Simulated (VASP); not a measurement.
A run of VASP 6.6.1 is set up as follows.

File POSCAR:

```
Mg2C
1.0
    0.0000000000      2.7109426128      2.7109426128
    2.7109426128      0.0000000000      2.7109426128
    2.7109426128      2.7109426128      0.0000000000
C Mg
1 2
Direct
    0.0000000000      0.0000000000      0.0000000000
    0.2500000000      0.2500000000      0.2500000000
    0.7500000000      0.7500000000      0.7500000000
```

Contents of INCAR.step1:

```
ALGO = Normal
EDIFF = 1E-8
ENCUT = 500
GGA = PE
ISMEAR = 0
LASPH = True
LCHARG = False
LREAL = False
LWAVE = True
NELM = 60
PREC = Accurate
SIGMA = 0.01
```

File INCAR.step2:

```
ALGO = Exact
EDIFF = 1E-8
ENCUT = 500
GGA = PE
ISMEAR = 0
ISTART = 1
LASPH = True
LCHARG = False
LOPTICS = True
LREAL = False
LWAVE = True
NBANDS = 299
NELM = 1
PREC = Accurate
SIGMA = 0.01
```

Contents of INCAR.step3:

```
ALGO = EVGW0
EDIFF = 1E-8
ENCUT = 500
ENCUTGW = 200
GGA = PE
ISMEAR = 0
ISTART = 1
LASPH = True
LCHARG = False
LREAL = False
LWAVE = False
NBANDS = 299
NBANDSGW = 12
NELMGW = 1
NOMEGA = 48
PREC = Accurate
PRECFOCK = Fast
SIGMA = 0.01
```

File KPOINTS:

```
k-points
0
Gamma
  4 4 4
```

Potentials or basis: VASP PAW PBE potentials, release 64 (C_GW, Mg_GW).

Command:

```sh
$ cat potpaw_PBE.64/C_GW/POTCAR potpaw_PBE.64/Mg_GW/POTCAR > POTCAR
$ cp INCAR.step1 INCAR
$ mpirun -np 1 vasp_std > vasp.out
$ cp INCAR.step2 INCAR
$ mpirun -np 1 vasp_std > vasp.out
$ cp INCAR.step3 INCAR
$ mpirun -np 1 vasp_std > vasp.out
```

Q: What does it give for the quasiparticle gap?

A: 1.30 eV.

Q: What does it give for the least direct quasiparticle gap?

A: 2.22 eV.

Q: What does it give for the band gap on the k mesh, mean-field level?

A: 0.69 eV, indirect (least direct gap 1.47 eV).

Caveat: the k points lie up to 0.50 Å⁻¹ apart; bands, screening cutoff and mesh are small and nothing is extrapolated, so the quasiparticle values aren't converged. A k mesh can miss the band edges.
